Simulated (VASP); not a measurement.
SiC: single point with PBEsol

SiC:

```xyz
4
Lattice="3.0758 -0.0077 -0.0077 -1.5445 2.6675 -0.0028 -0.0126 -0.0126 5.0475" Properties=species:S:1:pos:R:3 pbc="T T T"
Si   -0.0035    1.7765    0.0187
Si    1.5298    0.8785    2.5408
C    -0.0077    1.7702    1.9157
C     1.5215    0.8722    4.4379
```

This cell differs from its parent crystal: equal xy, yz and zx engineering shears of -0.5 %.

```yaml
Program: VASP 6.6.1
Task: single point
Functional: PBEsol
Potentials_or_basis: VASP PAW PBE potentials, release 64 (Si, C)
Cutoff: 520 eV
k_mesh: 8 × 8 × 6
Occupations: gaussian, width 0.01 eV
Spin: no spin polarisation
Dipole_correction: no
Further_INCAR_settings: ALGO = Normal; EDIFF = 1e-06; NBANDS = 16
```

* Pressure: 0.4 GPa
* Band gap on the k mesh: 2.34 eV, indirect (least direct gap 3.83 eV)

Stress tensor (GPa, compression positive):
```
0.39 0.98 0.74
0.98 0.40 0.74
0.74 0.74 0.36
```

Levels at points of the mesh, in eV from the valence-band top:
```csv
k point,band 5,band 6,band 7,band 8,band 9,band 10,band 11,band 12
"(0.00, 0.00, 0.00)",-1.32,-0.15,-0.05,0.00,4.71,6.12,6.53,6.61
"(0.50, 0.00, 0.00)",-5.49,-3.42,-3.36,-1.26,2.57,4.07,6.71,6.97
"(0.00, 0.50, 0.00)",-5.50,-3.38,-3.36,-1.23,2.62,4.09,6.75,7.04
"(0.50, 0.50, 0.00)",-5.52,-3.38,-3.33,-1.19,2.68,4.12,6.79,7.11
"(0.00, 0.00, 0.50)",-0.78,-0.76,-0.72,-0.71,5.80,5.80,7.19,7.22
"(0.50, 0.00, 0.50)",-2.54,-2.53,-2.42,-2.32,3.10,3.14,5.05,5.19
"(0.00, 0.50, 0.50)",-2.50,-2.49,-2.40,-2.33,3.13,3.16,5.08,5.18
"(0.50, 0.50, 0.50)",-2.46,-2.45,-2.38,-2.36,3.16,3.17,5.13,5.17
```

It took 34 s on 1 thread of Intel(R) Xeon(R) 6975P-C (Granite Rapids), with other jobs on the host, peak memory 0.23 GiB.

Caveat: the cell differs from its parent crystal (equal xy, yz and zx engineering shears of -0.5 %); the PAW data sets were made with another functional, which shifts forces and pressure a little. A k mesh can miss the band edges.
